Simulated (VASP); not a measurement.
Runs of VASP 6.6.1 on Yb. The structure is that of space group I4/mmm (No. 139), or close to it. The cells are those of the table. 

```csv
cell,further INCAR settings,gap on the mesh (eV),pressure (GPa)
"a = 3.496, b = 3.496, c = 3.694 Å, angles 58.1, 58.1, 63.8°, 1 atom",ALGO = Fast; EDIFF = 1e-06; NBANDS = 18,none,(a)
"a = 3.902, b = 3.902, c = 3.694 Å, angles 61.8, 61.8, 56.5°, 1 atom",ALGO = Fast; EDIFF = 1e-06; NBANDS = 18,none,(b)
"a = 3.849, b = 3.849, c = 3.694 Å, angles 61.3, 61.3, 57.3°, 1 atom",ALGO = Fast; EDIFF = 1e-06; NBANDS = 18,none,0.0
"a = 3.545, b = 3.545, c = 3.694 Å, angles 58.6, 58.6, 62.8°, 1 atom",ALGO = Fast; EDIFF = 1e-07; NBANDS = 18,none,1.5
"a = 3.593, b = 3.593, c = 3.694 Å, angles 59.1, 59.1, 61.9°, 1 atom",ALGO = Fast; EDIFF = 1e-06; NBANDS = 18,none,1.2
```

Alike in all rows: task single point; level PBE; potentials or basis VASP PAW PBE potentials, release 64 (Yb); no spin polarisation; k mesh 14 × 14 × 14; cutoff (eV) 520; smearing gaussian 0.15 eV.

Problem. Estimate the missing entries.

Solution. (a) 2.2; (b) -2.1.

Caveats: spin-orbit coupling is left out, which moves the levels of the heavy elements.

A k mesh can miss the band edges, and the runs leave out spin-orbit coupling on Yb.

A gap of «none» marks levels without a gap at the run's occupations.
